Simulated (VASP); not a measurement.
# Fe (P6_3/mmc) in VASP: further runs

Fe is run at these levels: PBEsol; tasks: single point, relaxation of cell and atoms.

Everything below comes from runs of VASP 6.6.1. Logs are shortened: lines on timing, memory, paths and dates and some standing lists are left out, and cuts for length are marked.

### 1 The cell of the first run

Symmetry: P6_3/mmc, No. 194, hexagonal system. The conventional cell has a = 2.383 Å, b = 2.383 Å, c = 3.780 Å, α = 90.00°, β = 90.00°, γ = 120.00°. Fe (site symmetry -6m2) has 12 Fe at 2.34 to 2.38 Å within 3.1 Å.

### 2 Single point, PBEsol, collinear spin, ferromagnetic start

Input file INCAR:

```
SYSTEM = Fe
PREC = Accurate ; ENCUT = 520
EDIFF = 1E-6 ; ISMEAR = -1
SIGMA = 0.05 ; LREAL = .False.
LASPH = .True. ; NELM = 150
ALGO = Fast ; ISIF = 2
LWAVE = .False. ; LCHARG = .False.
ISPIN = 2 ; MAGMOM = 3 3
LORBIT = 11 ; LMAXMIX = 4
GGA = PS ; NBANDS = 19
```

Input file KPOINTS:

```
regular mesh
0
Gamma
  12 12 7
  0 0 0
```

Input file POSCAR:

```
Fe
1.0
    2.3825798885      0.0000000000      0.0000000000
   -1.1912899443      2.0633747100      0.0000000000
    0.0000000000      0.0000000000      3.7798746912
Fe
2
Direct
    0.6666666667      0.3333333333      0.7500000000
    0.3333333333      0.6666666667      0.2500000000
```

Potentials or basis: VASP PAW PBE potentials, release 64 (Fe).

Launch:

```
$ cat potpaw_PBE.64/Fe/POTCAR > POTCAR
$ mpirun -np 1 vasp_std > vasp.out
```

OUTCAR:

```text
SYSTEM = Fe
   PREC = Accurate
   ENCUT = 520
   EDIFF = 1E-6
   ISMEAR = -1
   LREAL = .False.
   LASPH = .True.
   NELM = 150
   ISIF = 2
   ISPIN = 2
   LORBIT = 11
   GGA = PS

 ion  position               nearest neighbor table
   1  0.667  0.333  0.750-   2 2.34   2 2.34   2 2.34   2 2.34   2 2.34   2 2.34
   2  0.333  0.667  0.250-   1 2.34   1 2.34   1 2.34   1 2.34   1 2.34   1 2.34

  LATTYP: Found a hexagonal cell.
 ALAT       =     2.3825798885
 C/A-ratio  =     1.5864629385

  Lattice vectors:

 A1 = (   2.3825798885,   0.0000000000,   0.0000000000)
 A2 = (  -1.1912899443,   2.0633747100,   0.0000000000)
 A3 = (   0.0000000000,   0.0000000000,   3.7798746912)

Analysis of symmetry for initial positions (statically):
=====================================================================
 Subroutine PRICEL returns:
 Original cell was already a primitive cell.

 Routine SETGRP: Setting up the symmetry group for a
 hexagonal supercell.

 Subroutine GETGRP returns: Found 24 space group operations
 (whereof 12 operations were pure point group operations)
 out of a pool of 24 trial point group operations.

The static configuration has the point symmetry D_3d.
 The point group associated with its full space group is D_6h.

Analysis of symmetry for dynamics (positions and initial velocities):
=====================================================================
 Subroutine PRICEL returns:
 Original cell was already a primitive cell.

 Routine SETGRP: Setting up the symmetry group for a
 hexagonal supercell.

 Subroutine GETGRP returns: Found 24 space group operations
 (whereof 12 operations were pure point group operations)
 out of a pool of 24 trial point group operations.

The dynamic configuration has the point symmetry D_3d.
 The point group associated with its full space group is D_6h.

Analysis of structural, dynamic, and magnetic symmetry:
=====================================================================
 Subroutine PRICEL returns:
 Original cell was already a primitive cell.

 Routine SETGRP: Setting up the symmetry group for a
 hexagonal supercell.

 Subroutine GETGRP returns: Found 24 space group operations
 (whereof 12 operations were pure point group operations)
 out of a pool of 24 trial point group operations.

The overall configuration has the point symmetry D_3d.
 The point group associated with its full space group is D_6h.

 Subroutine INISYM returns: Found 24 space group operations
 (whereof 12 operations are pure point group operations),
 and found     1 'primitive' translations

----------------------------------------------------------------------------------------

                                     Primitive cell

  volume of cell :      18.5825

  direct lattice vectors                    reciprocal lattice vectors
     2.382579889  0.000000000  0.000000000     0.419713104  0.242321473  0.000000000
    -1.191289944  2.063374710  0.000000000     0.000000000  0.484642947  0.000000000
     0.000000000  0.000000000  3.779874691     0.000000000  0.000000000  0.264559035

  length of vectors
     2.382579889  2.382579889  3.779874691     0.484642947  0.484642947  0.264559035

  position of ions in fractional coordinates (direct lattice)
     0.666666667  0.333333333  0.750000000
     0.333333333  0.666666667  0.250000000

  ion indices of the primitive-cell ions
   primitive index   ion index
                 1           1
                 2           2

----------------------------------------------------------------------------------------

 KPOINTS: regular mesh

Automatic generation of k-mesh.
 Grid dimensions read from file:
 generate k-points for:   12   12    7

 Generating k-lattice:

  Cartesian coordinates                     Fractional coordinates (reciprocal lattice)
     0.034976092  0.020193456  0.000000000     0.083333333  0.000000000  0.000000000
     0.000000000  0.040386912  0.000000000     0.000000000  0.083333333  0.000000000
     0.000000000  0.000000000  0.037794148     0.000000000  0.000000000  0.142857143

  Length of vectors
     0.040386912  0.040386912  0.037794148

  Shift w.r.t. Gamma in fractional coordinates (k-lattice)
     0.000000000  0.000000000  0.000000000

 Subroutine IBZKPT returns following result:
 ===========================================

 Found     76 irreducible k-points:

 Following reciprocal coordinates:
            Coordinates               Weight
  0.000000  0.000000  0.000000      1.000000
  0.083333  0.000000  0.000000      6.000000
  0.166667  0.000000  0.000000      6.000000
  0.250000  0.000000  0.000000      6.000000
  0.333333  0.000000  0.000000      6.000000
  0.416667  0.000000  0.000000      6.000000
[... 16 lines left out ...]
  0.250000  0.000000  0.142857     12.000000
  0.333333  0.000000  0.142857     12.000000
 [... further k-points ...]
   k-points           NKPTS =     76   k-points in BZ     NKDIM =     76   number of bands    NBANDS=     19
[... 29 lines left out ...]
   NUPDOWN=      -1.0000    fix difference up-down
   EMIN   =  10.00;   EMAX   =-10.00  energy-range for DOS
   EFERMI =   0.00;   METHOD = LEGACY
   ISMEAR =    -1;   SIGMA  =   0.05  broadening in eV -4-tet -1-fermi 0-gaus
   EFERMI_NEDOS =   21; number of points for ismear=-14 and -15
   IALGO  =     68    algorithm
   IMIX   =      4    mixing-type and parameters
     AMIX     =   0.40;   BMIX     =  1.00
     AMIX_MAG =   1.60;   BMIX_MAG =  1.00
  volume/ion in A,a.u.               =       9.29        62.70
  Fermi-wavevector in a.u.,A,eV,Ry     =   1.557449  2.943152 33.002936  2.425647
  Thomas-Fermi vector in A             =   2.661098
   LORBIT       =     11    0 simple, 1 ext, 2 COOP (PROOUT), +10 PAW based schemes
   GGA     = PS    functional components
   LHFCALC =     F    Hartree Fock is set to
   AEXX    =    0.0000 exact exchange contribution
   IVDW    =     0    specifies the selected vdW correction
   LEPSILON=     F    determine dielectric tensor
   LRPA    =     F    only Hartree local field effects (RPA)
 spin polarized calculation
 RMM-DIIS sequential band-by-band and
  energy-cutoff  :      520.00
  volume of cell :       18.58
 maximum number of plane-waves:       525
 NGX is ok and might be reduce to    18
   NGX =  9   NGY =  9   NGZ = 15

 number of electron      15.9999995 magnetization       0.0042054

 number of electron      15.9999995 magnetization      -0.0010049

 Free energy of the ion-electron system (eV)
  ---------------------------------------------------
  ext. energy  EPLUGINS =         0.00000000
  ---------------------------------------------------
  free energy    TOTEN  =       -17.82569489 eV

  energy without entropy =      -17.80794696  energy(sigma->0) =      -17.81682093

 E-fermi :   7.8739     XC(G=0): -14.5010

 val. band max:        7.8629900249   @ k =   0.3333   0.2500   0.2857
 cond. band min:       7.9058190720   @ k =   0.3333   0.1667   0.2857
 fundamental gap:      0.0428290471
 Fermi energy:         7.8739325380

 spin component 1

 k-point     1 :       0.0000    0.0000    0.0000
  band No.  band energies     occupation
      1      -1.6596      1.00000
      2       2.2986      1.00000
      3       5.9454      1.00000
      4       5.9454      1.00000
      5       6.0704      1.00000
      6       6.4808      1.00000
[... 11 lines left out ...]
     18      35.8335      0.00000
     19      36.6480      0.00000
[... 485 lines left out ...]
 k-point    24 :       0.3333    0.0000    0.1429
  band No.  band energies     occupation
      1       1.8495      1.00000
      2       3.2398      1.00000
      3       3.7757      1.00000
      4       4.8026      1.00000
      5       5.9921      1.00000
      6       6.0273      1.00000
[... 11 lines left out ...]
     18      32.8395      0.00000
     19      35.0783      0.00000

 [... further k-points ...]

 spin component 2

 k-point     1 :       0.0000    0.0000    0.0000
  band No.  band energies     occupation
      1      -1.6595      1.00000
      2       2.2984      1.00000
      3       5.9448      1.00000
      4       5.9448      1.00000
      5       6.0699      1.00000
      6       6.4801      1.00000
[... 11 lines left out ...]
     18      35.8336      0.00000
     19      36.6480      0.00000
[... 485 lines left out ...]
 k-point    24 :       0.3333    0.0000    0.1429
  band No.  band energies     occupation
      1       1.8495      1.00000
      2       3.2394      1.00000
      3       3.7753      1.00000
      4       4.8022      1.00000
      5       5.9915      1.00000
      6       6.0268      1.00000
[... 11 lines left out ...]
     18      32.8395      0.00000
     19      35.0785      0.00000

 [... further k-points ...]
[... 5 lines left out ...]
  --------------------------------------------------------------------------------------
  -------------------------------------------------------------------------------------
  Total        2.2395699      2.2395699      2.2264888     -0.0000000      0.0000000      0.0000000
  in kB      193.0955361    193.0955361    191.9676855     -0.0000000      0.0000000      0.0000000
  external PRESSURE =     192.7195859 kB  Pullay stress =       0.0000000 kB

 VOLUME and BASIS-vectors are now :
 -----------------------------------------------------------------------------
  energy-cutoff  :      520.00
  volume of cell :       18.58
      direct lattice vectors                 reciprocal lattice vectors
     2.382579889  0.000000000  0.000000000     0.419713104  0.242321473  0.000000000
    -1.191289944  2.063374710  0.000000000     0.000000000  0.484642947  0.000000000
     0.000000000  0.000000000  3.779874691     0.000000000  0.000000000  0.264559035

 POSITION                                       TOTAL-FORCE (eV/Angst)
 -----------------------------------------------------------------------------------
      1.19129      0.68779      2.83491        -0.000000      0.000000      0.000000
     -0.00000      1.37558      0.94497         0.000000     -0.000000      0.000000
 -----------------------------------------------------------------------------------
    total drift:                                0.000000     -0.000000     -0.000000

  FREE ENERGIE OF THE ION-ELECTRON SYSTEM (eV)
  ---------------------------------------------------
  free  energy   TOTEN  =       -17.8256948931 eV

  energy  without entropy=      -17.8079469597  energy(sigma->0) =      -17.81682093

 total charge

# of ion       s       p       d       tot
------------------------------------------
    1        0.588   0.741   6.446   7.775
    2        0.588   0.741   6.446   7.775
--------------------------------------------------
tot          1.176   1.482  12.891  15.549

 magnetization (x)

# of ion       s       p       d       tot
------------------------------------------
    1        0.000   0.000  -0.000  -0.000
    2        0.000   0.000  -0.000  -0.000
--------------------------------------------------
tot          0.000   0.000  -0.001  -0.001
```

It took 22 s on 1 thread of Intel Xeon 6975P-C (Granite Rapids), shared host; peak memory 0.15 GiB.

What came out:

```yaml
Free_energy: -17.8257 eV
Pressure: 19.3 GPa
Band_gap_on_the_k_mesh: zero (filled and empty bands overlap)
Net_moment: 0.00 μB per cell
Valence_electrons_inside_the_program's_atomic_spheres: Fe 7.78
```

Caveat: the starting moments collapsed, and a magnetic state may lie lower; the PAW data sets were made with another functional, which shifts forces and pressure a little.

### 3 Relaxation of cell and atoms, PBEsol, collinear spin, ferromagnetic start, target pressure 20 GPa, at which the enthalpy is minimised

This run uses another cell than the first one, of 9.86 Å³/atom, 1.061 times its volume.

Input file INCAR:

```
PREC = Accurate
ENCUT = 600
EDIFF = 1E-6
ISMEAR = -1
SIGMA = 0.05
LREAL = F
LASPH = T
NELM = 150
ALGO = Normal
ISIF = 3
LWAVE = F
LCHARG = F
ISPIN = 2
MAGMOM = 3 3
LORBIT = 11
LMAXMIX = 4
GGA = PS
IBRION = 2
NSW = 60
EDIFFG = -0.01
PSTRESS = 200.0
```

Input file KPOINTS:

```
regular mesh
0
Gamma
  12 12 7
```

Input file POSCAR:

```
Fe
1.0
    2.4341575853      0.0000000000      0.0000000000
   -1.2170787927      2.1080423057      0.0000000000
    0.0000000000      0.0000000000      3.8419344700
Fe
2
Direct
    0.6666666667      0.3333333333      0.7500000000
    0.3333333333      0.6666666667      0.2500000000
```

Potentials or basis: VASP PAW PBE potentials, release 64 (Fe).

Launch:

```
$ cat potpaw_PBE.64/Fe/POTCAR > POTCAR
$ mpirun -np 1 vasp_std > vasp.out
```

It took 99 s on 1 thread of Intel Xeon 6975P-C (Granite Rapids), shared host; peak memory 0.18 GiB.

It converged, with:

```
Free energy                                            : -17.8216 eV
Relaxed volume                                         : 9.27 Å³/atom
Relaxed cell                                           : a = 2.381 Å, b = 2.381 Å, c = 3.777 Å, α = 90.00°, β = 90.00°, γ = 120.00°
Space group after relaxing (to 0.05 Å)                 : P6_3/mmc (No. 194)
Energy change on relaxing (the enthalpy is what falls) : +30.3 meV/atom
Ionic steps                                            : 10
Pressure after relaxing                                : 20.0 GPa
Band gap on the k mesh                                 : zero (filled and empty bands overlap)
Net moment                                             : 0.00 μB per cell
Valence electrons inside the program's atomic spheres  : Fe 7.78
```

The path:
| step | energy change (eV) | largest force (eV/Å) | pressure (GPa) | volume (Å³) |
| --- | --- | --- | --- | --- |
| 1 | 0.0000 | 0.0000 | -1.94 | 19.71 |
| 2 | 0.8983 | 0.0000 | 99.26 | 16.11 |
| 3 | 0.0538 | 0.0000 | 18.76 | 18.61 |
| 4 | 0.0595 | 0.0000 | 19.82 | 18.56 |
| 5 | 0.0623 | 0.0000 | 20.31 | 18.54 |
| 6 | 0.0623 | 0.0000 | 20.27 | 18.54 |
| 7 | 0.0622 | 0.0000 | 20.28 | 18.54 |
| 8 | 0.0622 | 0.0000 | 20.28 | 18.54 |
| 9 | 0.0578 | 0.0000 | 19.50 | 18.57 |
| 10 | 0.0606 | 0.0000 | 20.02 | 18.55 |

Final structure:
```cif
data_structure
_symmetry_space_group_name_H-M 'P 1'
_symmetry_Int_Tables_number 1
_cell_length_a 2.3814
_cell_length_b 2.3814
_cell_length_c 3.7769
_cell_angle_alpha 90.000
_cell_angle_beta 90.000
_cell_angle_gamma 120.000
_cell_volume 18.55
loop_
_atom_site_label
_atom_site_type_symbol
_atom_site_fract_x
_atom_site_fract_y
_atom_site_fract_z
_atom_site_occupancy
Fe1 Fe 0.66667 0.33333 0.75000 1
Fe2 Fe 0.33333 0.66667 0.25000 1
```

Levels at points of the mesh, in eV from the Fermi level:
Spin up:
```csv
k point,band 6,band 7,band 8,band 9,band 10,band 11
"(0.00, 0.00, 0.00)",-1.40,-1.40,-0.98,-0.98,0.48,0.80
"(0.50, 0.00, 0.00)",-1.78,-1.26,0.93,1.19,1.22,2.99
```
Spin down:
```
           k point  band 4  band 5  band 6  band 7  band 8  band 9  band 10  band 11  band 12  band 13
(0.00, 0.00, 0.00)   -1.93   -1.81   -1.40   -1.40   -0.98   -0.98     0.48     0.80     0.80     9.68
(0.50, 0.00, 0.00)   -2.28   -2.26   -1.78   -1.26    0.93    1.19     1.22     2.99     5.37    12.10
```

Caveat: the starting moments collapsed, and a magnetic state may lie lower; the cell is relaxed towards a set pressure, so the enthalpy falls and the energy may rise; the PAW data sets were made with another functional, which shifts forces and pressure a little.

### 4 Relaxation of cell and atoms, PBEsol, collinear spin, ferromagnetic start, target pressure 30 GPa, at which the enthalpy is minimised

This run uses another cell than the first one, of 9.86 Å³/atom, 1.061 times its volume.

Input file INCAR:

```
  PREC = Accurate
  ENCUT = 600
  EDIFF = 1E-6
  ISMEAR = -1
  SIGMA = 0.05
  LREAL = F
  LASPH = T
  NELM = 150
  ALGO = Fast
  ISIF = 3
  LWAVE = F
  LCHARG = F
  ISPIN = 2
  MAGMOM = 3 3
  LORBIT = 11
  LMAXMIX = 4
  GGA = PS
  IBRION = 2
  NSW = 60
  EDIFFG = -0.01
  PSTRESS = 300.0
```

KPOINTS is that of step 3.

POSCAR is that of step 3.

Launch:

```
$ cat potpaw_PBE.64/Fe/POTCAR > POTCAR
$ mpirun -np 1 vasp_std > vasp.out
```

Run time: 91 s. Hardware: 1 thread of Intel Xeon 6975P-C (Granite Rapids), shared host; peak memory 0.18 GiB.

The run converged. Its results:

| Property | Result |
| --- | --- |
| Free energy | -17.7560 eV |
| Relaxed volume | 9.06 Å³/atom |
| Relaxed cell | a = 2.363 Å, b = 2.363 Å, c = 3.750 Å, α = 90.00°, β = 90.00°, γ = 120.00° |
| Space group after relaxing (to 0.05 Å) | P6_3/mmc (No. 194) |
| Energy change on relaxing (the enthalpy is what falls) | +63.1 meV/atom |
| Ionic steps | 7 |
| Pressure after relaxing | 30.1 GPa |
| Band gap on the k mesh | zero (filled and empty bands overlap) |
| Net moment | 0.00 μB per cell |
| Valence electrons inside the program's atomic spheres | Fe 7.85 |

Step by step:
```
step  energy change (eV)  largest force (eV/Å)  pressure (GPa)  volume (Å³)
   1              0.0000                0.0000           -2.02        19.71
   2              2.1985                0.0000          185.47        14.61
   3              0.1043                0.0000           26.94        18.25
   4              0.1208                0.0000           29.49        18.16
   5              0.1264                0.0000           30.02        18.13
   6              0.1264                0.0000           30.20        18.13
   7              0.1263                0.0000           30.08        18.13
```

Final structure:
```cif
data_structure
_symmetry_space_group_name_H-M 'P 1'
_symmetry_Int_Tables_number 1
_cell_length_a 2.3626
_cell_length_b 2.3626
_cell_length_c 3.7498
_cell_angle_alpha 90.000
_cell_angle_beta 90.000
_cell_angle_gamma 120.000
_cell_volume 18.13
loop_
_atom_site_label
_atom_site_type_symbol
_atom_site_fract_x
_atom_site_fract_y
_atom_site_fract_z
_atom_site_occupancy
Fe1 Fe 0.66667 0.33333 0.75000 1
Fe2 Fe 0.33333 0.66667 0.25000 1
```

Levels at points of the mesh, in eV from the Fermi level:
Spin up:
```tsv
k point	band 5	band 6	band 7	band 8	band 9	band 10	band 11	band 12
(0.00, 0.00, 0.00)	-1.87	-1.45	-1.45	-1.01	-1.01	0.49	0.82	0.82
(0.50, 0.00, 0.00)	-2.33	-1.84	-1.30	0.97	1.23	1.26	3.09	5.52
```
Spin down:
```
           k point  band 5  band 6  band 7  band 8  band 9  band 10  band 11  band 12
(0.00, 0.00, 0.00)   -1.87   -1.45   -1.45   -1.01   -1.01     0.49     0.82     0.82
(0.50, 0.00, 0.00)   -2.33   -1.84   -1.30    0.97    1.23     1.26     3.09     5.52
```

Caveat: the starting moments collapsed, and a magnetic state may lie lower; the cell is relaxed towards a set pressure, so the enthalpy falls and the energy may rise; the PAW data sets were made with another functional, which shifts forces and pressure a little.

### 5 Single point, PBEsol, collinear spin, ferromagnetic start

This run uses another cell than the first one, of 9.86 Å³/atom, 1.061 times its volume.

Input file INCAR:

```
ALGO     = Normal         # electronic algorithm
EDIFF    = 1E-6           # SCF threshold, eV
ENCUT    = 600            # plane-wave cutoff, eV
GGA      = PS             # functional
GGA_COMPAT= F            
ISIF     = 2              # what is computed and relaxed
ISMEAR   = -1             # smearing method
ISPIN    = 2              # spin polarisation
LASPH    = T              # aspherical terms in the spheres
LCHARG   = F              # write CHGCAR
LMAXMIX  = 4              # l up to which the mixer works
LORBIT   = 11             # projections on sites
LREAL    = F              # projectors in reciprocal space
LWAVE    = F              # write WAVECAR
MAGMOM   = 3 3            # initial moments
NBANDS   = 27             # bands
NELM     = 200            # most SCF steps
NUPDOWN  = 6.0            # fixed moment
PREC     = Accurate       # precision mode
SIGMA    = 0.05           # smearing width, eV
```

Input file KPOINTS:

```
k-points
0
Gamma
  10 10 6
```

POSCAR is that of step 4.

Potentials or basis: VASP PAW PBE potentials, release 64 (Fe_sv).

Launch:

```
$ cat potpaw_PBE.64/Fe_sv/POTCAR > POTCAR
$ mpirun -np 1 vasp_std > vasp.out
```

Run time: 48 s. Hardware: 1 thread of AMD EPYC 7R43 (Zen 3), shared host; peak memory 0.13 GiB.

Results (log left out):

```
Free energy                                           : -16.4540 eV
Pressure                                              : 63.3 GPa
Net moment                                            : 6.00 μB per cell
Site moments                                          : Fe +2.80 μB
Valence electrons inside the program's atomic spheres : Fe 13.84
```

Stress tensor (GPa, compression positive):
```
58.05  0.00  0.00
 0.00 58.05  0.00
 0.00  0.00 73.91
```

Caveat: the PAW data sets were made with another functional, which shifts forces and pressure a little; the total moment is fixed, so each spin has its own Fermi level.
